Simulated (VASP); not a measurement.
# Mg7Se in VASP: notebook

Runs on Mg7Se. Level: PBE. Tasks: single point.

Program: VASP 6.6.1. These are calculated values, not measurements. Logs are shortened: lines on timing, memory, paths and dates and some standing lists are left out, and cuts for length are marked.

## (1) The cell of the first run

It takes space group P-3m1 (No. 164, trigonal). Conventional cell: a = 3.504 Å, b = 3.504 Å, c = 18.220 Å, α = 90.00°, β = 90.00°, γ = 120.00°. Mg (site symmetry 3m) has 12 Mg at 3.18 to 3.50 Å within 4.2 Å. Mg (site symmetry -3m) has 12 Mg at 3.20 to 3.50 Å within 4.2 Å. Within 3.6 Å of Mg (site symmetry 3m) lie 3 Se at 2.65 Å and 9 Mg at 3.19 to 3.50 Å. Mg (site symmetry 3m) has 12 Mg at 3.18 to 3.50 Å and 1 Se at 4.17 Å within 4.2 Å. Se (site symmetry -3m) has 6 Mg at 2.65 Å and 6 Se at 3.50 Å within 3.6 Å.

## (2) Single point, PBE

The input, INCAR:

```
SYSTEM = Mg7Se
PREC = Accurate
ENCUT = 520
EDIFF = 1E-6
ISMEAR = 0
SIGMA = 0.1
LREAL = .FALSE.
LASPH = .TRUE.
NELM = 60
ALGO = Normal
ISIF = 2
LWAVE = .FALSE.
LCHARG = .TRUE.
GGA = PE
LELF = .TRUE.
LVHAR = .TRUE.
NBANDS = 20
```

The input, KPOINTS:

```
regular mesh
0
G
  12 12 2
  0 0 0
```

The input, POSCAR:

```
Mg7Se
1.0
    3.5038335584      0.0000000000      0.0000000000
   -1.7519167792      3.0344088722      0.0000000000
    0.0000000000      0.0000000000     18.2200539533
Mg Se
7 1
Direct
    0.3333333333      0.6666666667      0.3637217162
    0.0000000000      0.0000000000      0.5000000000
    0.6666666667      0.3333333333      0.6362782838
    0.6666666667      0.3333333333      0.9062643168
    0.0000000000      0.0000000000      0.7710725575
    0.3333333333      0.6666666667      0.0937356832
    0.0000000000      0.0000000000      0.2289274425
    0.0000000000      0.0000000000      0.0000000000
```

Potentials or basis: VASP PAW PBE potentials, release 64 (Mg, Se).

The run is started by

```
cat potpaw_PBE.64/Mg/POTCAR potpaw_PBE.64/Se/POTCAR > POTCAR
mpirun -np 1 vasp_std > vasp.out
```

OUTCAR:

```text
SYSTEM = Mg7Se
   PREC = Accurate
   ENCUT = 520
   EDIFF = 1E-6
   ISMEAR = 0
   LREAL = .FALSE.
   LASPH = .TRUE.
   NELM = 60
   ISIF = 2
   GGA = PE

 ion  position               nearest neighbor table
   1  0.333  0.667  0.364-   7 3.18   7 3.18   7 3.18   2 3.20   2 3.20   2 3.20
   2  0.000  0.000  0.500-   1 3.20   3 3.20   1 3.20   3 3.20   3 3.20   1 3.20
   3  0.667  0.333  0.636-   5 3.18   5 3.18   5 3.18   2 3.20   2 3.20   2 3.20
   4  0.667  0.333  0.906-   8 2.65   8 2.65   8 2.65   5 3.19   5 3.19   5 3.19
   5  0.000  0.000  0.771-   3 3.18   3 3.18   3 3.18   4 3.19   4 3.19   4 3.19
   6  0.333  0.667  0.094-   8 2.65   8 2.65   8 2.65   7 3.19   7 3.19   7 3.19
   7  0.000  0.000  0.229-   1 3.18   1 3.18   1 3.18   6 3.19   6 3.19   6 3.19
   8  0.000  0.000  0.000-   4 2.65   6 2.65   6 2.65   4 2.65   4 2.65   6 2.65

  LATTYP: Found a hexagonal cell.
 ALAT       =     3.5038335584
 C/A-ratio  =     5.2000340911

  Lattice vectors:

 A1 = (   3.5038335584,   0.0000000000,   0.0000000000)
 A2 = (  -1.7519167792,   3.0344088722,   0.0000000000)
 A3 = (   0.0000000000,   0.0000000000,  18.2200539533)

Analysis of symmetry for initial positions (statically):
=====================================================================
 Subroutine PRICEL returns:
 Original cell was already a primitive cell.

 Routine SETGRP: Setting up the symmetry group for a
 hexagonal supercell.

 Subroutine GETGRP returns: Found 12 space group operations
 (whereof 12 operations were pure point group operations)
 out of a pool of 24 trial point group operations.

The static configuration has the point symmetry D_3d.

Analysis of symmetry for dynamics (positions and initial velocities):
=====================================================================
 Subroutine PRICEL returns:
 Original cell was already a primitive cell.

 Routine SETGRP: Setting up the symmetry group for a
 hexagonal supercell.

 Subroutine GETGRP returns: Found 12 space group operations
 (whereof 12 operations were pure point group operations)
 out of a pool of 24 trial point group operations.

The dynamic configuration has the point symmetry D_3d.

 Subroutine INISYM returns: Found 12 space group operations
 (whereof 12 operations are pure point group operations),
 and found     1 'primitive' translations

----------------------------------------------------------------------------------------

                                     Primitive cell

  volume of cell :     193.7168

  direct lattice vectors                    reciprocal lattice vectors
     3.503833558  0.000000000  0.000000000     0.285401685  0.164776739  0.000000000
    -1.751916779  3.034408872  0.000000000     0.000000000  0.329553479  0.000000000
     0.000000000  0.000000000 18.220053953     0.000000000  0.000000000  0.054884580

  length of vectors
     3.503833558  3.503833558 18.220053953     0.329553479  0.329553479  0.054884580

  position of ions in fractional coordinates (direct lattice)
     0.333333333  0.666666667  0.363721716
     0.000000000  0.000000000  0.500000000
     0.666666667  0.333333333  0.636278284
     0.666666667  0.333333333  0.906264317
     0.000000000  0.000000000  0.771072557
     0.333333333  0.666666667  0.093735683
     0.000000000  0.000000000  0.228927443
     0.000000000  0.000000000  0.000000000

  ion indices of the primitive-cell ions
   primitive index   ion index
                 1           1
                 2           2
                 3           3
                 4           4
                 5           5
                 6           6
                 7           7
                 8           8

----------------------------------------------------------------------------------------

 KPOINTS: regular mesh

Automatic generation of k-mesh.
 Grid dimensions read from file:
 generate k-points for:   12   12    2

 Generating k-lattice:

  Cartesian coordinates                     Fractional coordinates (reciprocal lattice)
     0.023783474  0.013731395  0.000000000     0.083333333  0.000000000  0.000000000
     0.000000000  0.027462790  0.000000000     0.000000000  0.083333333  0.000000000
     0.000000000  0.000000000  0.027442290     0.000000000  0.000000000  0.500000000

  Length of vectors
     0.027462790  0.027462790  0.027442290

  Shift w.r.t. Gamma in fractional coordinates (k-lattice)
     0.000000000  0.000000000  0.000000000

 Subroutine IBZKPT returns following result:
 ===========================================

 Found     38 irreducible k-points:

 Following reciprocal coordinates:
            Coordinates               Weight
  0.000000  0.000000  0.000000      1.000000
  0.083333  0.000000  0.000000      6.000000
  0.166667  0.000000  0.000000      6.000000
  0.250000  0.000000  0.000000      6.000000
  0.333333  0.000000  0.000000      6.000000
  0.416667  0.000000  0.000000      6.000000
[... 16 lines left out ...]
  0.250000  0.000000  0.500000      6.000000
  0.333333  0.000000  0.500000      6.000000
 [... further k-points ...]
   k-points           NKPTS =     38   k-points in BZ     NKDIM =     38   number of bands    NBANDS=     20
   number of dos      NEDOS =    301   number of ions     NIONS =      8
   total plane-waves  NPLWV = 109760
   dimension x,y,z NGX =    28 NGY =   28 NGZ =  140
   dimension x,y,z NGXF=    56 NGYF=   56 NGZF=  280
   ions per type =               7   1
   NGX,Y,Z   is equivalent  to a cutoff of  13.29, 13.29, 12.77 a.u.
   NGXF,Y,Z  is equivalent  to a cutoff of  26.57, 26.57, 25.55 a.u.
 SYSTEM =  Mg7Se
   PREC   = accura    normal or accurate (medium, high low for compatibility)
   ISTART =      0    job   : 0-new  1-cont  2-samecut
   ICHARG =      2    charge: 1-file 2-atom 10-const
   ISPIN  =      1    spin polarized calculation?
   LNONCOLLINEAR =      F non collinear calculations
   LSORBIT =      F    spin-orbit coupling
   LASPH  =      T    aspherical Exc in radial PAW
   ENCUT  =  520.0 eV  38.22 Ry    6.18 a.u.   6.51  6.51 33.88*2*pi/ulx,y,z
   NELM   =     60;   NELMIN=  2; NELMDL= -5     # of ELM steps
   EDIFF  = 0.1E-05   stopping-criterion for ELM
   LREAL  =      F    real-space projection
   EDIFFG = 0.1E-04   stopping-criterion for IOM
   NSW    =      0    number of steps for IOM
   IBRION =     -1    ionic relax: 0-MD 1-quasi-New 2-CG
   NFREE  =      0    steps in history (QN), initial steepest desc. (CG)
   ISIF   =      2    stress and relaxation
   ISYM   =      2    0-nonsym 1-usesym 2-fastsym
   POTIM  = 0.5000    time-step for ionic-motion
   TEBEG  =    0.0;   TEEND  =   0.0 temperature during run
   PSTRESS=    0.0 pullay stress
   NELECT =      20.0000    total number of electrons
   NUPDOWN=      -1.0000    fix difference up-down
   EMIN   =  10.00;   EMAX   =-10.00  energy-range for DOS
   EFERMI =   0.00;   METHOD = LEGACY
   ISMEAR =     0;   SIGMA  =   0.10  broadening in eV -4-tet -1-fermi 0-gaus
   EFERMI_NEDOS =   21; number of points for ismear=-14 and -15
   IALGO  =     38    algorithm
   IMIX   =      4    mixing-type and parameters
     AMIX     =   0.40;   BMIX     =  1.00
     AMIX_MAG =   1.60;   BMIX_MAG =  1.00
  volume/ion in A,a.u.               =      24.21       163.41
  Fermi-wavevector in a.u.,A,eV,Ry     =   0.768002  1.451314  8.025087  0.589827
  Thomas-Fermi vector in A             =   1.868681
   LORBIT       =      0    0 simple, 1 ext, 2 COOP (PROOUT), +10 PAW based schemes
   GGA     = PE    functional components
   LHFCALC =     F    Hartree Fock is set to
   AEXX    =    0.0000 exact exchange contribution
   IVDW    =     0    specifies the selected vdW correction
   LEPSILON=     F    determine dielectric tensor
   LRPA    =     F    only Hartree local field effects (RPA)
 non-spin polarized calculation
 Gauss-broadening in eV      SIGMA  =   0.10
  energy-cutoff  :      520.00
  volume of cell :      193.72
 maximum number of plane-waves:      5300
 NGX is ok and might be reduce to    28
   NGX = 13   NGY = 13   NGZ = 67

 number of electron      20.0000001 magnetization

 Free energy of the ion-electron system (eV)
  ---------------------------------------------------
  ext. energy  EPLUGINS =         0.00000000
  ---------------------------------------------------
  free energy    TOTEN  =       -15.19064244 eV

  energy without entropy =      -15.17724988  energy(sigma->0) =      -15.18394616

 E-fermi :   2.6447     XC(G=0):  -8.4333

 val. band max:        2.6241295658   @ k =   0.3333   0.1667   0.5000
 cond. band min:       2.6636249203   @ k =   0.3333   0.0833   0.0000
 fundamental gap:      0.0394953545
 Fermi energy:         2.6447424429

 k-point     1 :       0.0000    0.0000    0.0000
  band No.  band energies     occupation
      1     -11.6839      2.00000
      2      -4.0438      2.00000
      3      -3.6202      2.00000
      4      -2.8495      2.00000
      5      -2.5764      2.00000
      6      -0.8814      2.00000
[... 12 lines left out ...]
     19      10.9732      0.00000
     20      10.9732      0.00000

 k-point     2 :       0.0833    0.0000    0.0000
  band No.  band energies     occupation
      1     -11.6149      2.00000
      2      -3.9420      2.00000
      3      -3.5072      2.00000
      4      -2.7420      2.00000
      5      -2.4674      2.00000
      6      -0.7796      2.00000
[... 12 lines left out ...]
     19       9.9667      0.00000
     20      10.2189      0.00000

 k-point     3 :       0.1667    0.0000    0.0000
  band No.  band energies     occupation
      1     -11.4162      2.00000
      2      -3.6411      2.00000
      3      -3.1690      2.00000
      4      -2.4213      2.00000
      5      -2.1461      2.00000
      6      -0.4773      2.00000
[... 12 lines left out ...]
     19       9.3376      0.00000
     20       9.4133      0.00000

 k-point     4 :       0.2500    0.0000    0.0000
  band No.  band energies     occupation
      1     -11.1157      2.00000
      2      -3.1590      2.00000
      3      -2.6111      2.00000
      4      -1.8932      2.00000
      5      -1.7044      2.00000
      6      -1.0573      2.00000
[... 12 lines left out ...]
     19       8.1412      0.00000
     20       8.2448      0.00000

 k-point     5 :       0.3333    0.0000    0.0000
  band No.  band energies     occupation
      1     -10.7703      2.00000
      2      -2.5445      2.00000
      3      -2.3804      2.00000
      4      -1.7976      2.00000
      5      -1.1691      2.00000
      6      -0.7369      2.00000
[... 12 lines left out ...]
     19       7.6202      0.00000
     20       8.0179      0.00000
[... 353 lines left out ...]
      6      -1.5674      2.00000
[... 12 lines left out ...]
     19       9.9149      0.00000
     20       9.9710      0.00000

 k-point    22 :       0.1667    0.0000    0.5000
  band No.  band energies     occupation
      1     -11.4162      2.00000
      2      -3.6570      2.00000
      3      -3.0233      2.00000
      4      -2.7897      2.00000
      5      -1.5648      2.00000
      6      -1.2722      2.00000
[... 12 lines left out ...]
     19       8.9911      0.00000
     20       9.2322      0.00000

 k-point    23 :       0.2500    0.0000    0.5000
  band No.  band energies     occupation
      1     -11.1157      2.00000
      2      -3.1698      2.00000
      3      -2.4784      2.00000
      4      -2.2562      2.00000
      5      -1.2839      2.00000
      6      -1.0519      2.00000
[... 12 lines left out ...]
     19       8.5477      0.00000
     20       8.5635      0.00000

 k-point    24 :       0.3333    0.0000    0.5000
  band No.  band energies     occupation
      1     -10.7703      2.00000
      2      -2.5494      2.00000
      3      -2.3786      2.00000
      4      -1.7222      2.00000
      5      -1.3929      2.00000
      6      -0.3594      2.00000
[... 12 lines left out ...]
     19       7.5171      0.00000
     20       7.6736      0.00000

 [... further k-points ...]
[... 5 lines left out ...]
  --------------------------------------------------------------------------------------
  -------------------------------------------------------------------------------------
  Total       -0.1067358     -0.1067358     -0.1211773      0.0000000      0.0000000      0.0000000
  in kB       -0.8827819     -0.8827819     -1.0022237      0.0000000      0.0000000      0.0000000
  external PRESSURE =      -0.9225958 kB  Pullay stress =       0.0000000 kB

 VOLUME and BASIS-vectors are now :
 -----------------------------------------------------------------------------
  energy-cutoff  :      520.00
  volume of cell :      193.72
      direct lattice vectors                 reciprocal lattice vectors
     3.503833558  0.000000000  0.000000000     0.285401685  0.164776739  0.000000000
    -1.751916779  3.034408872  0.000000000     0.000000000  0.329553479  0.000000000
     0.000000000  0.000000000 18.220053953     0.000000000  0.000000000  0.054884580

 POSITION                                       TOTAL-FORCE (eV/Angst)
 -----------------------------------------------------------------------------------
     -0.00000      2.02294      6.62703         0.000000     -0.000000      0.001262
      0.00000      0.00000      9.11003        -0.000000      0.000000      0.000000
      1.75192      1.01147     11.59302        -0.000000      0.000000     -0.001262
      1.75192      1.01147     16.51218        -0.000000      0.000000     -0.005505
      0.00000      0.00000     14.04898         0.000000     -0.000000      0.000049
     -0.00000      2.02294      1.70787         0.000000     -0.000000      0.005505
      0.00000      0.00000      4.17107        -0.000000      0.000000     -0.000049
      0.00000      0.00000      0.00000        -0.000000      0.000000      0.000000
 -----------------------------------------------------------------------------------
    total drift:                                0.000000      0.000000     -0.000000

  FREE ENERGIE OF THE ION-ELECTRON SYSTEM (eV)
  ---------------------------------------------------
  free  energy   TOTEN  =       -15.1906424408 eV

  energy  without entropy=      -15.1772498826  energy(sigma->0) =      -15.18394616
```

It took 1.9 min on 1 thread of Intel Xeon 6975P-C (Granite Rapids), shared host; peak memory 0.39 GiB.

What came out:

```yaml
Free_energy: -15.1906 eV
Pressure: -0.1 GPa
Largest_force: 0.006 eV/Å
Band_gap_on_the_k_mesh: zero (bands 10 and 11 overlap by 1.25 eV)
```

Forces in eV/Å, atoms in the order of the input:
```
Mg   0.000  0.000  0.001
Mg   0.000  0.000  0.000
Mg   0.000  0.000 -0.001
Mg   0.000  0.000 -0.006
Mg   0.000  0.000  0.000
Mg   0.000  0.000  0.006
Mg   0.000  0.000  0.000
Se   0.000  0.000  0.000
```

Levels at points of the mesh, in eV from the Fermi level:
```
           k point  band 6  band 7  band 8  band 9  band 10  band 11  band 12  band 13  band 14  band 15
(0.00, 0.00, 0.00)   -3.53   -3.19   -0.99   -0.59    -0.59     0.19     3.10     3.45     4.84     7.11
(0.50, 0.00, 0.00)   -1.97   -1.93   -1.77   -1.25    -1.24    -0.61     0.04     0.52     0.97     1.31
(0.00, 0.00, 0.50)   -4.32   -2.25   -1.86   -0.59    -0.59     1.23     1.66     4.49     5.12     6.05
(0.50, 0.00, 0.50)   -1.93   -1.93   -1.80   -1.51    -0.82    -0.62    -0.07     0.15     1.19     1.80
```

[end of part 1 of 2]
